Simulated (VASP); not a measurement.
# Mo (Pm-3n) in VASP: single point with PBEsol

Aim: the single point of Mo with PBEsol.

Program: VASP 6.6.1. These are calculated values, not measurements. Logs are shortened: lines on timing, memory, paths and dates and some standing lists are left out, and cuts for length are marked.

**1. The cell of the first run**

It takes space group Pm-3n (No. 223, cubic). The conventional cell has a = 4.994 Å, b = 4.994 Å, c = 4.994 Å, α = 90.00°, β = 90.00°, γ = 90.00°. Mo (site symmetry m-3) has 12 Mo at 2.79 Å within 3.7 Å. Within 3.3 Å of Mo (site symmetry -4m2) lie 14 Mo at 2.50 to 3.06 Å.

**2. Single point, PBEsol**

Input file INCAR:

```
SYSTEM = Mo
PREC = Accurate
ENCUT = 520
EDIFF = 1E-6
ISMEAR = 0
SIGMA = 0.1
LREAL = .False.
LASPH = .True.
NELM = 80
ALGO = Normal
ISIF = 2
LWAVE = .False.
LCHARG = .False.
GGA = PS
NBANDS = 66
```

Input file KPOINTS:

```
regular mesh
0
Gamma
  4 4 4
  0 0 0
```

Input file POSCAR:

```
Mo
1.0
    4.9941349306      0.0000000000      0.0000000000
    0.0000000000      4.9941349306      0.0000000000
    0.0000000000      0.0000000000      4.9941349306
Mo
8
Direct
    0.5000000000      0.5000000000      0.5000000000
    0.0000000000      0.0000000000      0.0000000000
    0.2500000000      0.0000000000      0.5000000000
    0.5000000000      0.2500000000      0.0000000000
    0.5000000000      0.7500000000      0.0000000000
    0.7500000000      0.0000000000      0.5000000000
    0.0000000000      0.5000000000      0.7500000000
    0.0000000000      0.5000000000      0.2500000000
```

Potentials or basis: VASP PAW PBE potentials, release 64 (Mo_sv).

Started as:

```
cat potpaw_PBE.64/Mo_sv/POTCAR > POTCAR
mpirun -np 1 vasp_std > vasp.out
```

OUTCAR:

```text
SYSTEM = Mo
   PREC = Accurate
   ENCUT = 520
   EDIFF = 1E-6
   ISMEAR = 0
   LREAL = .False.
   LASPH = .True.
   NELM = 80
   ISIF = 2
   GGA = PS

 ion  position               nearest neighbor table
   1  0.500  0.500  0.500-   3 2.79   4 2.79   5 2.79   6 2.79   7 2.79   8 2.79   4 2.79   5 2.79
                             3 2.79   6 2.79   7 2.79   8 2.79
   2  0.000  0.000  0.000-   3 2.79   4 2.79   5 2.79   6 2.79   7 2.79   8 2.79   3 2.79   6 2.79
                             7 2.79   8 2.79   4 2.79   5 2.79
   3  0.250  0.000  0.500-   6 2.50   6 2.50   1 2.79   2 2.79   1 2.79   2 2.79   8 3.06   5 3.06
                             4 3.06   5 3.06   4 3.06   7 3.06   8 3.06   7 3.06
   4  0.500  0.250  0.000-   5 2.50   5 2.50   1 2.79   1 2.79   2 2.79   2 2.79   8 3.06   3 3.06
                             3 3.06   6 3.06   6 3.06   7 3.06   7 3.06   8 3.06
   5  0.500  0.750  0.000-   4 2.50   4 2.50   1 2.79   1 2.79   2 2.79   2 2.79   8 3.06   3 3.06
                             3 3.06   6 3.06   6 3.06   7 3.06   7 3.06   8 3.06
   6  0.750  0.000  0.500-   3 2.50   3 2.50   1 2.79   2 2.79   1 2.79   2 2.79   8 3.06   4 3.06
                             4 3.06   5 3.06   5 3.06   7 3.06   8 3.06   7 3.06
   7  0.000  0.500  0.750-   8 2.50   8 2.50   1 2.79   2 2.79   2 2.79   1 2.79   3 3.06   4 3.06
                             5 3.06   3 3.06   6 3.06   6 3.06   4 3.06   5 3.06
   8  0.000  0.500  0.250-   7 2.50   7 2.50   1 2.79   2 2.79   2 2.79   1 2.79   3 3.06   4 3.06
                             5 3.06   3 3.06   6 3.06   6 3.06   4 3.06   5 3.06

  LATTYP: Found a simple cubic cell.
 ALAT       =     4.9941349306

  Lattice vectors:

 A1 = (   4.9941349306,   0.0000000000,   0.0000000000)
 A2 = (   0.0000000000,   4.9941349306,   0.0000000000)
 A3 = (   0.0000000000,   0.0000000000,   4.9941349306)

Analysis of symmetry for initial positions (statically):
=====================================================================
 Subroutine PRICEL returns:
 Original cell was already a primitive cell.

 Routine SETGRP: Setting up the symmetry group for a
 simple cubic supercell.

 Subroutine GETGRP returns: Found 48 space group operations
 (whereof 24 operations were pure point group operations)
 out of a pool of 48 trial point group operations.

The static configuration has the point symmetry T_h .
 The point group associated with its full space group is O_h .

Analysis of symmetry for dynamics (positions and initial velocities):
=====================================================================
 Subroutine PRICEL returns:
 Original cell was already a primitive cell.

 Routine SETGRP: Setting up the symmetry group for a
 simple cubic supercell.

 Subroutine GETGRP returns: Found 48 space group operations
 (whereof 24 operations were pure point group operations)
 out of a pool of 48 trial point group operations.

The dynamic configuration has the point symmetry T_h .
 The point group associated with its full space group is O_h .

 Subroutine INISYM returns: Found 48 space group operations
 (whereof 24 operations are pure point group operations),
 and found     1 'primitive' translations

----------------------------------------------------------------------------------------

                                     Primitive cell

  volume of cell :     124.5606

  direct lattice vectors                    reciprocal lattice vectors
     4.994134931  0.000000000  0.000000000     0.200234878  0.000000000  0.000000000
     0.000000000  4.994134931  0.000000000     0.000000000  0.200234878  0.000000000
     0.000000000  0.000000000  4.994134931     0.000000000  0.000000000  0.200234878

  length of vectors
     4.994134931  4.994134931  4.994134931     0.200234878  0.200234878  0.200234878

  position of ions in fractional coordinates (direct lattice)
     0.500000000  0.500000000  0.500000000
     0.000000000  0.000000000  0.000000000
     0.250000000  0.000000000  0.500000000
     0.500000000  0.250000000  0.000000000
     0.500000000  0.750000000  0.000000000
     0.750000000  0.000000000  0.500000000
     0.000000000  0.500000000  0.750000000
     0.000000000  0.500000000  0.250000000

  ion indices of the primitive-cell ions
   primitive index   ion index
                 1           1
                 2           2
                 3           3
                 4           4
                 5           5
                 6           6
                 7           7
                 8           8

----------------------------------------------------------------------------------------

 KPOINTS: regular mesh

Automatic generation of k-mesh.
 Grid dimensions read from file:
 generate k-points for:    4    4    4

 Generating k-lattice:

  Cartesian coordinates                     Fractional coordinates (reciprocal lattice)
     0.050058720  0.000000000  0.000000000     0.250000000  0.000000000  0.000000000
     0.000000000  0.050058720  0.000000000     0.000000000  0.250000000  0.000000000
     0.000000000  0.000000000  0.050058720     0.000000000  0.000000000  0.250000000

  Length of vectors
     0.050058720  0.050058720  0.050058720

  Shift w.r.t. Gamma in fractional coordinates (k-lattice)
     0.000000000  0.000000000  0.000000000

 Subroutine IBZKPT returns following result:
 ===========================================

 Found     10 irreducible k-points:

 Following reciprocal coordinates:
            Coordinates               Weight
  0.000000  0.000000  0.000000      1.000000
  0.250000  0.000000  0.000000      6.000000
  0.500000  0.000000  0.000000      3.000000
  0.250000  0.250000  0.000000     12.000000
  0.500000  0.250000  0.000000     12.000000
  0.500000  0.500000  0.000000      3.000000
  0.250000  0.250000  0.250000      8.000000
  0.500000  0.250000  0.250000     12.000000
  0.500000  0.500000  0.250000      6.000000
  0.500000  0.500000  0.500000      1.000000
   k-points           NKPTS =     10   k-points in BZ     NKDIM =     10   number of bands    NBANDS=     66
   number of dos      NEDOS =    301   number of ions     NIONS =      8
   total plane-waves  NPLWV =  64000
   dimension x,y,z NGX =    40 NGY =   40 NGZ =   40
   dimension x,y,z NGXF=    80 NGYF=   80 NGZF=   80
   ions per type =               8
   NGX,Y,Z   is equivalent  to a cutoff of  13.32, 13.32, 13.32 a.u.
   NGXF,Y,Z  is equivalent  to a cutoff of  26.63, 26.63, 26.63 a.u.
 SYSTEM =  Mo
   PREC   = accura    normal or accurate (medium, high low for compatibility)
   ISTART =      0    job   : 0-new  1-cont  2-samecut
   ICHARG =      2    charge: 1-file 2-atom 10-const
   ISPIN  =      1    spin polarized calculation?
   LNONCOLLINEAR =      F non collinear calculations
   LSORBIT =      F    spin-orbit coupling
   LASPH  =      T    aspherical Exc in radial PAW
   ENCUT  =  520.0 eV  38.22 Ry    6.18 a.u.   9.29  9.29  9.29*2*pi/ulx,y,z
   NELM   =     80;   NELMIN=  2; NELMDL= -5     # of ELM steps
   EDIFF  = 0.1E-05   stopping-criterion for ELM
   LREAL  =      F    real-space projection
   EDIFFG = 0.1E-04   stopping-criterion for IOM
   NSW    =      0    number of steps for IOM
   IBRION =     -1    ionic relax: 0-MD 1-quasi-New 2-CG
   NFREE  =      0    steps in history (QN), initial steepest desc. (CG)
   ISIF   =      2    stress and relaxation
   ISYM   =      2    0-nonsym 1-usesym 2-fastsym
   POTIM  = 0.5000    time-step for ionic-motion
   TEBEG  =    0.0;   TEEND  =   0.0 temperature during run
   PSTRESS=    0.0 pullay stress
   NELECT =     112.0000    total number of electrons
   NUPDOWN=      -1.0000    fix difference up-down
   EMIN   =  10.00;   EMAX   =-10.00  energy-range for DOS
   EFERMI =   0.00;   METHOD = LEGACY
   ISMEAR =     0;   SIGMA  =   0.10  broadening in eV -4-tet -1-fermi 0-gaus
   EFERMI_NEDOS =   21; number of points for ismear=-14 and -15
   IALGO  =     38    algorithm
   IMIX   =      4    mixing-type and parameters
     AMIX     =   0.40;   BMIX     =  1.00
     AMIX_MAG =   1.60;   BMIX_MAG =  1.00
  volume/ion in A,a.u.               =      15.57       105.07
  Fermi-wavevector in a.u.,A,eV,Ry     =   1.580110  2.985974 33.970300  2.496747
  Thomas-Fermi vector in A             =   2.680387
   LORBIT       =      0    0 simple, 1 ext, 2 COOP (PROOUT), +10 PAW based schemes
   GGA     = PS    functional components
   LHFCALC =     F    Hartree Fock is set to
   AEXX    =    0.0000 exact exchange contribution
   IVDW    =     0    specifies the selected vdW correction
   LEPSILON=     F    determine dielectric tensor
   LRPA    =     F    only Hartree local field effects (RPA)
 non-spin polarized calculation
 Gauss-broadening in eV      SIGMA  =   0.10
  energy-cutoff  :      520.00
  volume of cell :      124.56
 maximum number of plane-waves:      3407
 NGX is ok and might be reduce to    40
   NGX = 19   NGY = 19   NGZ = 19

 number of electron     112.0000029 magnetization

 Free energy of the ion-electron system (eV)
  ---------------------------------------------------
  ext. energy  EPLUGINS =         0.00000000
  ---------------------------------------------------
  free energy    TOTEN  =       -93.42885361 eV

  energy without entropy =      -93.40425326  energy(sigma->0) =      -93.41655343

 E-fermi :  12.3292     XC(G=0): -13.5389

 val. band max:       12.2670577034   @ k =   0.2500   0.0000   0.0000
 cond. band min:      12.3777653736   @ k =   0.5000   0.5000   0.0000
 fundamental gap:      0.1107076702
 Fermi energy:        12.3292315032

 k-point     1 :       0.0000    0.0000    0.0000
  band No.  band energies     occupation
      1     -48.7425      2.00000
      2     -48.6144      2.00000
      3     -48.6144      2.00000
      4     -48.3473      2.00000
      5     -48.3473      2.00000
      6     -48.3473      2.00000
[... 58 lines left out ...]
     65      13.8724      0.00000
     66      14.6099      0.00000

 k-point     2 :       0.2500    0.0000    0.0000
  band No.  band energies     occupation
      1     -48.7144      2.00000
      2     -48.6252      2.00000
      3     -48.5846      2.00000
      4     -48.3957      2.00000
      5     -48.3473      2.00000
      6     -48.3473      2.00000
[... 58 lines left out ...]
     65      14.2090      0.00000
     66      14.3084      0.00000

 k-point     3 :       0.5000    0.0000    0.0000
  band No.  band energies     occupation
      1     -48.6611      2.00000
      2     -48.6611      2.00000
      3     -48.4989      2.00000
      4     -48.4989      2.00000
      5     -48.3473      2.00000
      6     -48.3473      2.00000
[... 58 lines left out ...]
     65      14.7224      0.00000
     66      14.7290      0.00000

 k-point     4 :       0.2500    0.2500    0.0000
  band No.  band energies     occupation
      1     -48.6876      2.00000
      2     -48.6108      2.00000
      3     -48.5779      2.00000
      4     -48.3956      2.00000
      5     -48.3942      2.00000
      6     -48.3473      2.00000
[... 58 lines left out ...]
     65      14.8868      0.00000
     66      14.9328      0.00000

 k-point     5 :       0.5000    0.2500    0.0000
  band No.  band energies     occupation
      1     -48.6531      2.00000
      2     -48.6188      2.00000
      3     -48.5040      2.00000
      4     -48.4943      2.00000
      5     -48.3939      2.00000
      6     -48.3472      2.00000
[... 58 lines left out ...]
     65      14.1658      0.00000
     66      14.7316      0.00000

 k-point     6 :       0.5000    0.5000    0.0000
  band No.  band energies     occupation
      1     -48.6444      2.00000
      2     -48.5285      2.00000
      3     -48.5098      2.00000
      4     -48.5098      2.00000
      5     -48.4679      2.00000
      6     -48.3472      2.00000
[... 58 lines left out ...]
     65      14.3129      0.00000
     66      14.3129      0.00000

 k-point     7 :       0.2500    0.2500    0.2500
  band No.  band energies     occupation
      1     -48.6579      2.00000
      2     -48.5848      2.00000
      3     -48.5848      2.00000
      4     -48.3943      2.00000
      5     -48.3943      2.00000
      6     -48.3937      2.00000
[... 58 lines left out ...]
     65      14.0446      0.00000
     66      14.9034      0.00000

 k-point     8 :       0.5000    0.2500    0.2500
  band No.  band energies     occupation
      1     -48.6109      2.00000
      2     -48.6109      2.00000
      3     -48.4987      2.00000
      4     -48.4987      2.00000
      5     -48.3930      2.00000
      6     -48.3930      2.00000
[... 58 lines left out ...]
     65      14.5678      0.00000
     66      14.7022      0.00000

 k-point     9 :       0.5000    0.5000    0.2500
  band No.  band energies     occupation
      1     -48.6021      2.00000
      2     -48.5196      2.00000
      3     -48.5041      2.00000
      4     -48.5041      2.00000
      5     -48.4768      2.00000
      6     -48.3920      2.00000
[... 58 lines left out ...]
     65      14.3927      0.00000
     66      14.3982      0.00000

 k-point    10 :       0.5000    0.5000    0.5000
  band No.  band energies     occupation
      1     -48.4982      2.00000
      2     -48.4982      2.00000
      3     -48.4982      2.00000
      4     -48.4982      2.00000
      5     -48.4982      2.00000
      6     -48.4982      2.00000
[... 58 lines left out ...]
     65      14.9488      0.00000
     66      14.9488      0.00000

------------------------ aborting loop because EDIFF is reached ----------------------------------------

  FORCE on cell =-STRESS in cart. coord.  units (eV):
  Direction    XX          YY          ZZ          XY          YZ          ZX
  --------------------------------------------------------------------------------------
  -------------------------------------------------------------------------------------
  Total        0.4886938      0.4886938      0.4886938     -0.0000000      0.0000000      0.0000000
  in kB        6.2858870      6.2858870      6.2858870     -0.0000000      0.0000000      0.0000000
  external PRESSURE =       6.2858870 kB  Pullay stress =       0.0000000 kB

 VOLUME and BASIS-vectors are now :
 -----------------------------------------------------------------------------
  energy-cutoff  :      520.00
  volume of cell :      124.56
      direct lattice vectors                 reciprocal lattice vectors
     4.994134931  0.000000000  0.000000000     0.200234878  0.000000000  0.000000000
     0.000000000  4.994134931  0.000000000     0.000000000  0.200234878  0.000000000
     0.000000000  0.000000000  4.994134931     0.000000000  0.000000000  0.200234878

 POSITION                                       TOTAL-FORCE (eV/Angst)
 -----------------------------------------------------------------------------------
      2.49707      2.49707      2.49707         0.000000     -0.000000     -0.000000
      0.00000      0.00000      0.00000         0.000000     -0.000000     -0.000000
      1.24853      0.00000      2.49707        -0.000000     -0.000000      0.000000
      2.49707      1.24853      0.00000        -0.000000     -0.000000      0.000000
      2.49707      3.74560      0.00000         0.000000     -0.000000      0.000000
      3.74560      0.00000      2.49707         0.000000      0.000000     -0.000000
      0.00000      2.49707      3.74560         0.000000      0.000000     -0.000000
      0.00000      2.49707      1.24853         0.000000     -0.000000      0.000000
 -----------------------------------------------------------------------------------
    total drift:                                0.000000     -0.000000      0.000000

  FREE ENERGIE OF THE ION-ELECTRON SYSTEM (eV)
  ---------------------------------------------------
  free  energy   TOTEN  =       -93.4288536071 eV

  energy  without entropy=      -93.4042532595  energy(sigma->0) =      -93.41655343
```

Run time: 2.2 min. Hardware: 1 thread of Intel Xeon 8259CL, shared host; peak memory 0.26 GiB.

Results:

| Item | Value |
| --- | --- |
| Free energy | -93.4289 eV |
| Pressure | 0.6 GPa |
| Band gap on the k mesh | zero (bands 56 and 57 overlap by 0.81 eV) |

Levels at points of the mesh, in eV from the Fermi level:
```
           k point  band 52  band 53  band 54  band 55  band 56  band 57  band 58  band 59  band 60  band 61
(0.00, 0.00, 0.00)    -1.02    -1.02    -1.02    -0.61    -0.61    -0.61     1.14     1.14     1.14     1.18
(0.50, 0.00, 0.00)    -1.17    -0.85    -0.85    -0.62    -0.62     0.26     0.26     0.52     0.52     0.77
(0.50, 0.50, 0.00)    -1.40    -1.36    -1.08    -1.08     0.05     0.07     0.07     0.31     1.04     1.10
(0.50, 0.50, 0.50)    -0.96    -0.96    -0.96    -0.96    -0.96     0.91     0.91     0.91     0.91     0.91
```

Caveat: the PAW data sets were made with another functional, which shifts forces and pressure a little.
